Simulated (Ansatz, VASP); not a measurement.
Two plane-wave programs on MgZn2O3

Contents of POSCAR:

```
MgZn2O3
1.0
    3.0057061992      0.0000000000      0.0000000000
   -1.5028530996      2.6030179248      0.0000000000
    0.0000000000      0.0000000000      7.3429055976
Mg Zn O
1 2 3
Direct
    0.0000000000      0.0000000000      0.0000000000
    0.3333333333      0.6666666667      0.6682898340
    0.6666666667      0.3333333333      0.3317101660
    0.3333333333      0.6666666667      0.1613721611
    0.6666666667      0.3333333333      0.8386278389
    0.0000000000      0.0000000000      0.5000000000
```

Contents of INCAR.step1:

```
SYSTEM = MgZn2O3
PREC = Accurate
ENCUT = 520
ISMEAR = 0
SIGMA = 0.01
LREAL = .False.
LASPH = .True.
NELM = 60
NBANDS = 31
GGA = PE
ALGO = Normal
EDIFF = 1E-4
LWAVE = .True.
LCHARG = .False.
```

Contents of INCAR.step2:

```
SYSTEM = MgZn2O3
PREC = Accurate
ENCUT = 520
EDIFF = 1E-7
ISMEAR = 0
SIGMA = 0.01
LREAL = .False.
LASPH = .True.
NELM = 60
ALGO = Normal
ISIF = 2
LWAVE = .False.
LCHARG = .True.
METAGGA = R2SCAN
LMIXTAU = .True.
LELF = .True.
LVHAR = .True.
NBANDS = 31
ISTART = 1
```

KPOINTS

```
Automatic mesh
0
Gamma
  6 6 2
  0 0 0
```

Input for Ansatz:

```yaml
crystal:
  lattice:
    - [3.0057061992, 0.0, 0.0]
    - [-1.5028530996, 2.6030179248, 0.0]
    - [0.0, 0.0, 7.3429055976]
  atoms:
    - { symbol: Mg, position: [0.0, 0.0, 0.0] }
    - { symbol: Zn, position: [0.3333333333, 0.6666666667, 0.668289834] }
    - { symbol: Zn, position: [0.6666666667, 0.3333333333, 0.331710166] }
    - { symbol: O, position: [0.3333333333, 0.6666666667, 0.1613721611] }
    - { symbol: O, position: [0.6666666667, 0.3333333333, 0.8386278389] }
    - { symbol: O, position: [0.0, 0.0, 0.5] }
kpoints:
  mp_grid: { grid: [6, 6, 2] }
hamiltonian:
  xc: r2scan
scf:
  occupations: { method: fixed }
  n_extra_bands: 5
output:
  forces: true
  stress: true
  eigenvalues: true
  write_density: true
  write_potential: true
  elf: true
  volumetric_format: npy
```

Alike in both runs: task single point; functional r2SCAN; k mesh 6 × 6 × 2; no spin polarisation.

|  | VASP | Ansatz |
| --- | --- | --- |
| version | VASP 6.6.1 | Ansatz 0.2.0 |
| potentials or method | VASP PAW PBE potentials, release 64 (Mg, Zn, O) | plane waves, PAW |
| plane-wave cutoff (eV) | 520 | 500 |
| occupations | gaussian, width 0.01 eV | fixed |
| valence electrons in the cell | 44 | 52 |

Ansatz gave:

* gap on the k mesh at the Fermi level (eV): 2.62
* pressure (GPa): 0.0
* traceless stress, the component that is largest in VASP (GPa): -0.05
* rms of the force components (eV/Å): 0.001

Problem. Which values does VASP return?

Solution. gap on the k mesh at the Fermi level (eV): 2.60; pressure (GPa): 0.5; traceless stress, the component that is largest in VASP (GPa): -0.13; rms of the force components (eV/Å): 0.035.

VASP's potentials were made for PBE, not for r2SCAN. Atom by atom the forces differ by 0.035 eV/Å (rms over components). VASP's potentials hold 44 valence electrons a cell and Ansatz's 52, so a difference there can come from the potentials and not from the codes.

The k mesh is coarse, so the values compare programs but aren't converged.
